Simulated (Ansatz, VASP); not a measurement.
**GaN: VASP beside Ansatz**

Contents of INCAR:

```
SYSTEM = GaN
PREC = Accurate
ENCUT = 520
EDIFF = 1E-6
ISMEAR = -1
SIGMA = 0.02
LREAL = .False.
LASPH = .True.
NELM = 60
ALGO = Normal
ISIF = 2
LWAVE = .False.
LCHARG = .True.
GGA = PE
LELF = .True.
LVHAR = .True.
NBANDS = 16
```

KPOINTS

```
Automatic mesh
0
Gamma
  10 10 10
  0 0 0
```

POSCAR

```
GaN
1.0
    0.0000000000      2.1365049176      2.1365049176
    2.1365049176      0.0000000000      2.1365049176
    2.1365049176      2.1365049176      0.0000000000
Ga N
1 1
Direct
    0.0000000000      0.0000000000      0.0000000000
    0.2500000000      0.2500000000      0.2500000000
```

Input for Ansatz:

```yaml
crystal:
  lattice:
    - [0.0, 2.1365049176, 2.1365049176]
    - [2.1365049176, 0.0, 2.1365049176]
    - [2.1365049176, 2.1365049176, 0.0]
  atoms:
    - { symbol: Ga, position: [0.0, 0.0, 0.0] }
    - { symbol: "N", position: [0.25, 0.25, 0.25] }
kpoints:
  mp_grid: { grid: [10, 10, 10] }
  band_path:
    path:
      - [0.0, 0.0, 0.0]
      - [-0.5, -0.5, 0.0]
      - [-0.375, -0.375, 0.25]
      - [-0.375, 0.0, 0.375]
      - [0.0, 0.0, 0.5]
      - [-0.5, -0.25, 0.25]
    npoints: 1
hamiltonian:
  xc: pbe
scf:
  occupations: { method: fermi_dirac, width: 0.02 }
  n_extra_bands: 4
output:
  forces: true
  stress: true
  eigenvalues: true
  write_density: true
  write_potential: true
  elf: true
  volumetric_format: npy
```

Change from the starting cell: hydrostatic strain -5.0%.

Alike in both runs: task single point; functional PBE; k mesh 10 × 10 × 10; occupations fermi-dirac, width 0.02 eV; no spin polarisation.

|  | VASP | Ansatz |
| --- | --- | --- |
| version | VASP 6.6.1 | Ansatz 0.2.0 |
| potentials or method | VASP PAW PBE potentials, release 64 (Ga_d, N) | plane waves, PAW |
| plane-wave cutoff (eV) | 520 | 420 |
| valence electrons in the cell | 18 | 18 |

```tsv
	VASP	Ansatz	Ansatz less VASP
gap on the k mesh at the Fermi level (eV)	2.75	2.73	-0.022
pressure (GPa)	48.3	48.6	+0.29
```

Both programs put the cell under a high pressure, so it lies far from rest at this level.
